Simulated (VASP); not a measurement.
# NbP (I4_1md) in VASP: notebook

The runs below take NbP through single point, with PBE.

Everything below comes from runs of VASP 6.6.1. Logs are shortened: lines on timing, memory, paths and dates and some standing lists are left out, and cuts for length are marked.

**1. The cell of the first run**

It takes space group I4_1md (No. 109, tetragonal). The conventional cell has a = 3.437 Å, b = 3.437 Å, c = 11.779 Å, α = 90.00°, β = 90.00°, γ = 90.00°. Within 3.5 Å of Nb (site symmetry 2mm) lie 6 P at 2.61 to 2.62 Å and 8 Nb at 3.41 to 3.44 Å. Within 3.5 Å of P (site symmetry 2mm) lie 6 Nb at 2.61 to 2.62 Å and 8 P at 3.41 to 3.44 Å.

**2. Single point, PBE**

Contents of INCAR:

```
PREC = Accurate ; ENCUT = 520
EDIFF = 1E-6 ; ISMEAR = 1
SIGMA = 0.15 ; LREAL = False
LASPH = True ; NELM = 80
ALGO = Normal ; ISIF = 2
LWAVE = False ; LCHARG = False
GGA = PE ; NBANDS = 26
```

Contents of KPOINTS:

```
regular mesh
0
Gamma
  11 11 11
```

Contents of POSCAR:

```
NbP
1.0
   -1.7184470820      1.7184470820      5.8892681515
    1.7184470820     -1.7184470820      5.8892681515
    1.7184470820      1.7184470820     -5.8892681515
Nb P
2 2
Direct
    0.7498808000      0.7498808000      0.0000000000
    0.4998808000      0.9998808000      0.5000000000
    0.3327477700      0.3327477700      0.0000000000
    0.0827477800      0.5827477800      0.5000000000
```

Potentials or basis: VASP PAW PBE potentials, release 64 (Nb_sv, P).

Run with:

```bash
$ cat potpaw_PBE.64/Nb_sv/POTCAR potpaw_PBE.64/P/POTCAR > POTCAR
$ mpirun -np 1 vasp_std > vasp.out
```

OUTCAR:

```text
PREC = Accurate
   ENCUT = 520
   EDIFF = 1E-6
   ISMEAR = 1
   LREAL = False
   LASPH = True
   NELM = 80
   ISIF = 2
   GGA = PE

 ion  position               nearest neighbor table
   1  0.750  0.750  0.000-   4 2.61   4 2.61   3 2.62   3 2.62   3 2.62   3 2.62
   2  0.500  1.000  0.500-   3 2.61   3 2.61   4 2.62   4 2.62   4 2.62   4 2.62
   3  0.333  0.333  0.000-   2 2.61   2 2.61   1 2.62   1 2.62   1 2.62   1 2.62
   4  0.083  0.583  0.500-   1 2.61   1 2.61   2 2.62   2 2.62   2 2.62   2 2.62

  LATTYP: Found a body centered tetragonal cell.
 ALAT       =     3.4368941640
 C/A-ratio  =     3.4270872890

  Lattice vectors:

 A1 = (  -1.7184470820,   1.7184470820,   5.8892681515)
 A2 = (   1.7184470820,  -1.7184470820,   5.8892681515)
 A3 = (   1.7184470820,   1.7184470820,  -5.8892681515)

Analysis of symmetry for initial positions (statically):
=====================================================================
 Subroutine PRICEL returns:
 Original cell was already a primitive cell.

 Routine SETGRP: Setting up the symmetry group for a
 body centered tetragonal supercell.

 Subroutine GETGRP returns: Found  8 space group operations
 (whereof  4 operations were pure point group operations)
 out of a pool of 16 trial point group operations.

The static configuration has the point symmetry C_2v.
 The point group associated with its full space group is C_4v.

Analysis of symmetry for dynamics (positions and initial velocities):
=====================================================================
 Subroutine PRICEL returns:
 Original cell was already a primitive cell.

 Routine SETGRP: Setting up the symmetry group for a
 body centered tetragonal supercell.

 Subroutine GETGRP returns: Found  8 space group operations
 (whereof  4 operations were pure point group operations)
 out of a pool of 16 trial point group operations.

The dynamic configuration has the point symmetry C_2v.
 The point group associated with its full space group is C_4v.

 Subroutine INISYM returns: Found  8 space group operations
 (whereof  4 operations are pure point group operations),
 and found     1 'primitive' translations

----------------------------------------------------------------------------------------

                                     Primitive cell

  volume of cell :      69.5655

  direct lattice vectors                    reciprocal lattice vectors
    -1.718447082  1.718447082  5.889268151     0.000000000  0.290960371  0.084900193
     1.718447082 -1.718447082  5.889268151     0.290960371  0.000000000  0.084900193
[... 86 lines left out ...]
   LASPH  =      T    aspherical Exc in radial PAW
   ENCUT  =  520.0 eV  38.22 Ry    6.18 a.u.  11.85 11.85 11.85*2*pi/ulx,y,z
   NELM   =     80;   NELMIN=  2; NELMDL= -5     # of ELM steps
   EDIFF  = 0.1E-05   stopping-criterion for ELM
   LREAL  =      F    real-space projection
   EDIFFG = 0.1E-04   stopping-criterion for IOM
   NSW    =      0    number of steps for IOM
   IBRION =     -1    ionic relax: 0-MD 1-quasi-New 2-CG
   NFREE  =      0    steps in history (QN), initial steepest desc. (CG)
   ISIF   =      2    stress and relaxation
   ISYM   =      2    0-nonsym 1-usesym 2-fastsym
   POTIM  = 0.5000    time-step for ionic-motion
   TEBEG  =    0.0;   TEEND  =   0.0 temperature during run
   PSTRESS=    0.0 pullay stress
   NELECT =      36.0000    total number of electrons
   NUPDOWN=      -1.0000    fix difference up-down
   EMIN   =  10.00;   EMAX   =-10.00  energy-range for DOS
   EFERMI =   0.00;   METHOD = LEGACY
   ISMEAR =     1;   SIGMA  =   0.15  broadening in eV -4-tet -1-fermi 0-gaus
   EFERMI_NEDOS =   21; number of points for ismear=-14 and -15
   IALGO  =     38    algorithm
   IMIX   =      4    mixing-type and parameters
     AMIX     =   0.40;   BMIX     =  1.00
     AMIX_MAG =   1.60;   BMIX_MAG =  1.00
  volume/ion in A,a.u.               =      17.39       117.36
  Fermi-wavevector in a.u.,A,eV,Ry     =   1.314350  2.483762 23.504290  1.727517
  Thomas-Fermi vector in A             =   2.444609
   LORBIT       =      0    0 simple, 1 ext, 2 COOP (PROOUT), +10 PAW based schemes
   GGA     = PE    functional components
   LHFCALC =     F    Hartree Fock is set to
   AEXX    =    0.0000 exact exchange contribution
   IVDW    =     0    specifies the selected vdW correction
   LEPSILON=     F    determine dielectric tensor
   LRPA    =     F    only Hartree local field effects (RPA)
 non-spin polarized calculation
 Methfessel and Paxton  Order N= 1 SIGMA  =   0.15
  energy-cutoff  :      520.00
  volume of cell :       69.57
 maximum number of plane-waves:      1894
   NGX = 23   NGY = 23   NGZ = 23

 number of electron      36.0000001 magnetization

 Free energy of the ion-electron system (eV)
  ---------------------------------------------------
  ext. energy  EPLUGINS =         0.00000000
  ---------------------------------------------------
  free energy    TOTEN  =       -35.06271594 eV

  energy without entropy =      -35.06325725  energy(sigma->0) =      -35.06289638

 E-fermi :   9.5702     XC(G=0): -11.6158

 val. band max:        9.5554842939   @ k =  -0.0909  -0.4545   0.0909
 cond. band min:       9.5706716806   @ k =  -0.0909  -0.4545   0.0909
 fundamental gap:      0.0151873867
 Fermi energy:         9.5701519182

 k-point     1 :       0.0000    0.0000    0.0000
  band No.  band energies     occupation
      1     -45.5952      2.00000
      2     -45.5700      2.00000
      3     -21.7559      2.00000
      4     -21.6382      2.00000
      5     -21.6382      2.00000
      6     -21.5114      2.00000
[... 685 lines left out ...]
     25      13.2639      0.00000
     26      14.4120      0.00000

 [... further k-points ...]
[... 5 lines left out ...]
  --------------------------------------------------------------------------------------
  -------------------------------------------------------------------------------------
  Total       -6.0410681     -6.0410681     -5.3832370      0.0000000      0.0000000      0.0000000
  in kB     -139.1331663   -139.1331663   -123.9825145      0.0000000      0.0000000      0.0000000
  external PRESSURE =    -134.0829490 kB  Pullay stress =       0.0000000 kB

 VOLUME and BASIS-vectors are now :
 -----------------------------------------------------------------------------
  energy-cutoff  :      520.00
  volume of cell :       69.57
      direct lattice vectors                 reciprocal lattice vectors
    -1.718447082  1.718447082  5.889268151     0.000000000  0.290960371  0.084900193
     1.718447082 -1.718447082  5.889268151     0.290960371  0.000000000  0.084900193
     1.718447082  1.718447082 -5.889268151     0.290960371  0.290960371  0.000000000

 POSITION                                       TOTAL-FORCE (eV/Angst)
 -----------------------------------------------------------------------------------
      0.00000      0.00000      8.83250        -0.000000      0.000000     -0.006673
      1.71845      0.00000      5.88786         0.000000     -0.000000     -0.006673
      0.00000      0.00000      3.91928        -0.000000     -0.000000      0.006673
      1.71845      0.00000      0.97465         0.000000      0.000000      0.006673
 -----------------------------------------------------------------------------------
    total drift:                               -0.000000     -0.000000      0.000170

  FREE ENERGIE OF THE ION-ELECTRON SYSTEM (eV)
  ---------------------------------------------------
  free  energy   TOTEN  =       -35.0627159388 eV

  energy  without entropy=      -35.0632572545  energy(sigma->0) =      -35.06289638
```

OSZICAR:

```text
N       E                     dE             d eps       ncg     rms          rms(c)
DAV:   1     0.341636923949E+03    0.34164E+03   -0.19077E+04  6560   0.137E+03
DAV:   2    -0.850248569764E+01   -0.35014E+03   -0.34047E+03  7824   0.496E+02
DAV:   3    -0.358796748937E+02   -0.27377E+02   -0.26890E+02 11976   0.104E+02
DAV:   4    -0.376531987377E+02   -0.17735E+01   -0.17639E+01 10022   0.215E+01
DAV:   5    -0.377207340194E+02   -0.67535E-01   -0.67460E-01 11524   0.451E+00    0.116E+01
DAV:   6    -0.350616185210E+02    0.26591E+01   -0.97247E+00 10096   0.207E+01    0.414E+00
DAV:   7    -0.350677603293E+02   -0.61418E-02   -0.73858E-01  9804   0.482E+00    0.278E+00
DAV:   8    -0.350620687431E+02    0.56916E-02   -0.92986E-02 10286   0.190E+00    0.481E-01
DAV:   9    -0.350623264771E+02   -0.25773E-03   -0.75390E-03 10680   0.540E-01    0.312E-01
DAV:  10    -0.350627376456E+02   -0.41117E-03   -0.19228E-03  8182   0.395E-01    0.492E-02
DAV:  11    -0.350627215789E+02    0.16067E-04   -0.12764E-04 10368   0.917E-02    0.229E-02
DAV:  12    -0.350627173525E+02    0.42264E-05   -0.67388E-06  9136   0.251E-02    0.946E-03
DAV:  13    -0.350627161353E+02    0.12172E-05   -0.64471E-07  5292   0.714E-03    0.348E-03
DAV:  14    -0.350627159388E+02    0.19643E-06   -0.17488E-07  4410   0.582E-03
   1 F= -.35062716E+02 E0= -.35062896E+02  d E =0.541316E-03
```

stdout:

```text
POSCAR found type information on POSCAR NbP
 POSCAR found :  2 types and       4 ions
 scaLAPACK will be used
 LDA part: xc-table for (Slater+PW92), standard interpolation
 POSCAR, INCAR and KPOINTS ok, starting setup
 FFT: planning ... GRIDC
 FFT: planning ... GRID_SOFT
 FFT: planning ... GRID
 WAVECAR not read
 entering main loop
```

Run time: 8.3 min. Hardware: 1 thread of Intel Xeon Platinum 8259CL at 2.50GHz (Skylake/Cascade Lake), shared host; peak memory 0.44 GiB.

Results:

| Property | Result |
| --- | --- |
| Free energy | -35.0627 eV |
| Pressure | -13.4 GPa |
| Largest force | 0.007 eV/Å |
| Band gap on the k mesh | zero (bands 18 and 19 overlap by 0.01 eV) |

Forces on the atoms (eV/Å):
```
Nb   0.000  0.000 -0.007
Nb   0.000  0.000 -0.007
P    0.000  0.000  0.007
P    0.000  0.000  0.007
```

Levels at points of the mesh, in eV from the Fermi level:
```csv
k point,band 14,band 15,band 16,band 17,band 18,band 19,band 20,band 21,band 22,band 23
"(0.00, 0.00, 0.00)",-2.14,-1.91,-1.54,-1.33,-1.33,0.75,1.41,2.38,2.80,2.80
```

Caveat: the cell stands under tension.

**3. Single point, PBE**

This run uses another cell than the first one, of 18.04 Å³/atom.

Contents of INCAR:

```
SYSTEM = NbP
PREC = Accurate
ENCUT = 520
EDIFF = 1E-7
ISMEAR = 1
SIGMA = 0.15
LREAL = .FALSE.
LASPH = .TRUE.
NELM = 60
ALGO = Normal
ISIF = 2
LWAVE = .FALSE.
LCHARG = .TRUE.
GGA = PE
LELF = .TRUE.
LVHAR = .TRUE.
NBANDS = 26
```

Contents of KPOINTS:

```
regular mesh
0
G
  11 11 11
  0 0 0
```

Contents of POSCAR:

```
NbP
1.0
   -1.7394058193      1.7394058193      5.9610955737
    1.7394058193     -1.7394058193      5.9610955737
    1.7394058193      1.7394058193     -5.9610955737
Nb P
2 2
Direct
    0.7498808000      0.7498808000      0.0000000000
    0.4998808000      0.9998808000      0.5000000000
    0.3327477700      0.3327477700      0.0000000000
    0.0827477800      0.5827477800      0.5000000000
```

Potentials or basis: VASP PAW PBE potentials, release 64 (Nb_sv, P).

Run with:

```bash
$ cat potpaw_PBE.64/Nb_sv/POTCAR potpaw_PBE.64/P/POTCAR > POTCAR
$ mpirun -np 1 vasp_std > vasp.out
```

It took 8.1 min on 1 thread of Intel Xeon Platinum 8259CL at 2.50GHz (Skylake/Cascade Lake), shared host; peak memory 0.44 GiB.

The run converged. Its results:

```
Free energy            : -34.8126 eV
Pressure               : -17.7 GPa
Largest force          : 0.015 eV/Å
Band gap on the k mesh : zero (bands 18 and 19 overlap by 0.02 eV)
```

Forces on the atoms (eV/Å):
```
Nb   0.000  0.000 -0.015
Nb   0.000  0.000 -0.015
P    0.000  0.000  0.015
P    0.000  0.000  0.015
```

Stress tensor (GPa, compression positive):
```
-18.41   0.00   0.00
  0.00 -18.41   0.00
  0.00   0.00 -16.22
```

Levels at points of the mesh, in eV from the Fermi level:
| k point | band 14 | band 15 | band 16 | band 17 | band 18 | band 19 | band 20 | band 21 | band 22 | band 23 |
| --- | --- | --- | --- | --- | --- | --- | --- | --- | --- | --- |
| (0.00, 0.00, 0.00) | -2.09 | -1.82 | -1.47 | -1.31 | -1.31 | 0.71 | 1.33 | 2.26 | 2.66 | 2.66 |

Caveat: the cell stands under tension.
